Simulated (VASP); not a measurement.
# C (P1) in VASP: single point with PBE

Aim: the single point of C with PBE.

Everything below comes from runs of VASP 6.6.1. Logs are shortened: lines on timing, memory, paths and dates and some standing lists are left out, and cuts for length are marked.

### 1 The cell of the first run

The typed cell holds 4 atoms: a = 2.461 Å, b = 2.461 Å, c = 6.708 Å, α = 90.00°, β = 90.00°, γ = 120.00°.

### 2 Single point, PBE (atoms moved at random)

The input, INCAR:

```
  ALGO = Normal
  EDIFF = 1E-7
  ENCUT = 400
  ISIF = 2
  ISMEAR = 0
  LASPH = T
  LCHARG = F
  LREAL = F
  LWAVE = F
  NELM = 100
  PREC = Accurate
  SIGMA = 0.02
```

The input, KPOINTS:

```
k-points
0
Gamma
  10 10 4
```

The input, POSCAR:

```
C
1.0
    2.4610000000      0.0000000000      0.0000000000
   -1.2305000000      2.1312885187      0.0000000000
    0.0000000000      0.0000000000      6.7080000000
C
4
Direct
   -0.0004770000     -0.0066270000      0.2484310000
    0.0014170000      0.0028310000      0.7517320000
    0.3341910000      0.6620700000      0.2468050000
    0.6658240000      0.3312110000      0.7534470000
```

Potentials or basis: VASP PAW PBE potentials, release 64 (C).

The run is started by

```console
$ cat potpaw_PBE.64/C/POTCAR > POTCAR
$ mpirun -np 1 vasp_std > vasp.out
```

OUTCAR:

```text
EDIFF = 1E-7
   ENCUT = 400
   ISIF = 2
   ISMEAR = 0
   LASPH = T
   LREAL = F
   NELM = 100
   PREC = Accurate

 Found    204 irreducible k-points:

 Following reciprocal coordinates:
            Coordinates               Weight
  0.000000  0.000000  0.000000      1.000000
  0.100000 -0.000000  0.000000      2.000000
  0.000000  0.100000  0.000000      2.000000
 -0.100000  0.100000  0.000000      2.000000
  0.200000 -0.000000  0.000000      2.000000
  0.000000  0.200000  0.000000      2.000000
   k-points           NKPTS =    204   k-points in BZ     NKDIM =    204   number of bands    NBANDS=     12
   number of dos      NEDOS =    301   number of ions     NIONS =      4
   total plane-waves  NPLWV =  12288
   dimension x,y,z NGX =    16 NGY =   16 NGZ =   48
   dimension x,y,z NGXF=    32 NGYF=   32 NGZF=   96
   ions per type =               4
   NGX,Y,Z   is equivalent  to a cutoff of  10.81, 10.81, 11.90 a.u.
   NGXF,Y,Z  is equivalent  to a cutoff of  21.62, 21.62, 23.79 a.u.
 SYSTEM =  unknown system
   PREC   = accura    normal or accurate (medium, high low for compatibility)
   ISTART =      0    job   : 0-new  1-cont  2-samecut
   ICHARG =      2    charge: 1-file 2-atom 10-const
   ISPIN  =      1    spin polarized calculation?
   LNONCOLLINEAR =      F non collinear calculations
   LSORBIT =      F    spin-orbit coupling
   LASPH  =      T    aspherical Exc in radial PAW
   ENCUT  =  400.0 eV  29.40 Ry    5.42 a.u.   4.01  4.01 10.94*2*pi/ulx,y,z
   NELM   =    100;   NELMIN=  2; NELMDL= -5     # of ELM steps
   EDIFF  = 0.1E-06   stopping-criterion for ELM
   LREAL  =      F    real-space projection
   EDIFFG = 0.1E-05   stopping-criterion for IOM
   NSW    =      0    number of steps for IOM
   IBRION =     -1    ionic relax: 0-MD 1-quasi-New 2-CG
   NFREE  =      0    steps in history (QN), initial steepest desc. (CG)
   ISIF   =      2    stress and relaxation
   ISYM   =      2    0-nonsym 1-usesym 2-fastsym
   POTIM  = 0.5000    time-step for ionic-motion
   TEBEG  =    0.0;   TEEND  =   0.0 temperature during run

   SCALEE = 1.0000    scale energy and forces
   PSTRESS=    0.0 pullay stress
   NELECT =      16.0000    total number of electrons
   NUPDOWN=      -1.0000    fix difference up-down
   EMIN   =  10.00;   EMAX   =-10.00  energy-range for DOS
   EFERMI =   0.00;   METHOD = LEGACY
   ISMEAR =     0;   SIGMA  =   0.02  broadening in eV -4-tet -1-fermi 0-gaus
   EFERMI_NEDOS =   21; number of points for ismear=-14 and -15
   IALGO  =     38    algorithm
   IMIX   =      4    mixing-type and parameters
     AMIX     =   0.40;   BMIX     =  1.00
     AMIX_MAG =   1.60;   BMIX_MAG =  1.00
  volume/ion in A,a.u.               =       8.80        59.36
  Fermi-wavevector in a.u.,A,eV,Ry     =   1.258923  2.379020 21.563700  1.584887
  Thomas-Fermi vector in A             =   2.392508
   LORBIT       =      0    0 simple, 1 ext, 2 COOP (PROOUT), +10 PAW based schemes
   GGA     = PE    functional components
   LHFCALC =     F    Hartree Fock is set to
   AEXX    =    0.0000 exact exchange contribution
   IVDW    =     0    specifies the selected vdW correction
   LEPSILON=     F    determine dielectric tensor
   LRPA    =     F    only Hartree local field effects (RPA)

   CSHIFT  =0.1000    complex shift for real part using Kramers Kronig

   OMEGAMAX=  -1.0    maximum frequency
 non-spin polarized calculation
 Gauss-broadening in eV      SIGMA  =   0.02
  energy-cutoff  :      400.00
  volume of cell :       35.18
 maximum number of plane-waves:       652
   NGX =  9   NGY =  9   NGZ = 21

 number of electron      16.0000000 magnetization

 Free energy of the ion-electron system (eV)
  ---------------------------------------------------
  ext. energy  EPLUGINS =         0.00000000
  ---------------------------------------------------
  free energy    TOTEN  =       -36.87480703 eV

  energy without entropy =      -36.87480703  energy(sigma->0) =      -36.87480703

 E-fermi :   4.3729     XC(G=0): -10.3358

 val. band max:        4.2352451363   @ k =   0.4000   0.3000   0.0000
 cond. band min:       5.3918063874   @ k =   0.4000   0.3000   0.0000
 fundamental gap:      1.1565612511
 Fermi energy:         4.3728630758

 k-point     1 :       0.0000    0.0000    0.0000
  band No.  band energies     occupation
      1     -14.9868      2.00000
      2     -14.6861      2.00000
      3      -3.8392      2.00000
      4      -1.8685      2.00000
      5       1.5437      2.00000
      6       1.6382      2.00000
      7       1.7698      2.00000
      8       1.8665      2.00000
      9       8.9754      0.00000
     10      12.9054      0.00000
     11      13.0389      0.00000
     12      13.2110      0.00000

 k-point     2 :       0.1000   -0.0000    0.0000
  band No.  band energies     occupation
      1     -14.7477      2.00000
      2     -14.4514      2.00000
      3      -3.5482      2.00000
      4      -1.5967      2.00000
      5       0.6874      2.00000
      6       0.7494      2.00000
      7       1.2656      2.00000
      8       1.3259      2.00000
      9       9.2644      0.00000
     10      13.1725      0.00000
     11      13.2713      0.00000
     12      14.0666      0.00000

 k-point     3 :       0.0000    0.1000    0.0000
  band No.  band energies     occupation
      1     -14.7474      2.00000
      2     -14.4510      2.00000
      3      -3.5491      2.00000
      4      -1.5981      2.00000
      5       0.8338      2.00000
      6       0.9239      2.00000
      7       1.0846      2.00000
      8       1.1726      2.00000
      9       9.2635      0.00000
     10      13.0092      0.00000
     11      13.1460      0.00000
     12      14.1944      0.00000

 k-point     4 :      -0.1000    0.1000    0.0000
  band No.  band energies     occupation
      1     -14.7477      2.00000
      2     -14.4514      2.00000
      3      -3.5482      2.00000
      4      -1.5967      2.00000
      5       0.6814      2.00000
      6       0.7624      2.00000
      7       1.2513      2.00000
      8       1.3330      2.00000
      9       9.2644      0.00000
     10      13.1685      0.00000
     11      13.2694      0.00000
     12      14.0487      0.00000

 k-point     5 :       0.2000   -0.0000    0.0000
  band No.  band energies     occupation
      1     -14.0342      2.00000
      2     -13.7509      2.00000
      3      -2.6845      2.00000
      4      -1.4862      2.00000
      5      -1.4053      2.00000
      6      -0.7941      2.00000
      7       0.2244      2.00000
      8       0.2752      2.00000
      9      10.1312      0.00000
     10      12.9358      0.00000
     11      13.1031      0.00000
     12      13.1698      0.00000

 k-point     6 :       0.0000    0.2000    0.0000
  band No.  band energies     occupation
      1     -14.0329      2.00000
      2     -13.7495      2.00000
      3      -2.6885      2.00000
      4      -1.3899      2.00000
      5      -1.2930      2.00000
      6      -0.8006      2.00000
      7       0.0896      2.00000
      8       0.1667      2.00000
      9      10.1296      0.00000
     10      12.8472      0.00000
     11      13.0841      0.00000
     12      13.1403      0.00000

 [... further k-points ...]

------------------------ aborting loop because EDIFF is reached ----------------------------------------

  FORCE on cell =-STRESS in cart. coord.  units (eV):
  Direction    XX          YY          ZZ          XY          YZ          ZX
  --------------------------------------------------------------------------------------
  -------------------------------------------------------------------------------------
  Total        0.4044466      0.0282495      0.2587917      0.0044199      0.0093414     -0.0000430
  in kB       18.4172543      1.2863963     11.7845764      0.2012698      0.4253800     -0.0019576
  external PRESSURE =      10.4960757 kB  Pullay stress =       0.0000000 kB

 VOLUME and BASIS-vectors are now :
 -----------------------------------------------------------------------------
  energy-cutoff  :      400.00
  volume of cell :       35.18
      direct lattice vectors                 reciprocal lattice vectors
     2.461000000  0.000000000  0.000000000     0.406338887  0.234599866  0.000000000
    -1.230500000  2.131288519  0.000000000     0.000000000  0.469199731  0.000000000
     0.000000000  0.000000000  6.708000000     0.000000000  0.000000000  0.149075730

 POSITION                                       TOTAL-FORCE (eV/Angst)
 -----------------------------------------------------------------------------------
      1.23748      2.11716      1.66648         0.044010      0.236499     -0.168436
      0.00000      0.00603      5.04262         0.030353     -0.576848      0.178295
      0.00777      1.41106      1.65557        -0.044553     -0.236043      0.195274
      1.23104      0.70591      5.05412        -0.029811      0.576392     -0.205134
 -----------------------------------------------------------------------------------
    total drift:                               -0.000048      0.000124      0.000022

  FREE ENERGIE OF THE ION-ELECTRON SYSTEM (eV)
  ---------------------------------------------------
  free  energy   TOTEN  =       -36.8748070295 eV

  energy  without entropy=      -36.8748070295  energy(sigma->0) =      -36.87480703
```

It took 29 s on 1 thread of Intel Xeon Platinum 8488C (Sapphire Rapids), shared host; peak memory 0.15 GiB.

Results:

* Free energy: -36.8748 eV
* Largest force: 0.613 eV/Å

Forces in eV/Å, atoms in the order of the input:
```
C    0.044  0.236 -0.168
C    0.030 -0.577  0.178
C   -0.045 -0.236  0.195
C   -0.030  0.576 -0.205
```

Caveat: the cell differs from its parent crystal (atoms moved at random); the cutoff is under 1.25 times the usual one of these potentials, so pressure, stress and relaxed cells hold a basis-set (Pulay) error; this functional lacks dispersion, which binds the layers, so the pressure and a relaxed spacing across them are unreliable.
